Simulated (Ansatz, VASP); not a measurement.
## NaF in VASP and in Ansatz

```
Na F
1.0
     3.28098    0.00000    0.00000
     1.64049    2.84141    0.00000
     1.64049    0.94714    2.67890
Na F
1 1
Direct
  0.00000 0.00000 0.00000
  0.50000 0.50000 0.50000
```

Alike in both runs: task single point; functional PBE; k mesh 6 × 6 × 6; no spin polarisation.

|  | VASP | Ansatz |
| --- | --- | --- |
| version | VASP 6.6.1 | Ansatz 0.2.0 |
| potentials or method | VASP PAW PBE potentials, release 64 (Na_pv, F), cutoff 600 eV | all-electron (LAPW or listed datasets) |
| occupations | gaussian, width 0.01 eV | fixed |

|  | VASP | Ansatz | Ansatz less VASP |
| --- | --- | --- | --- |
| gap on the k mesh at the Fermi level (eV) | 6.28 | 6.29 | +0.008 |

Ansatz ran all-electron here, and VASP with PAW potentials.
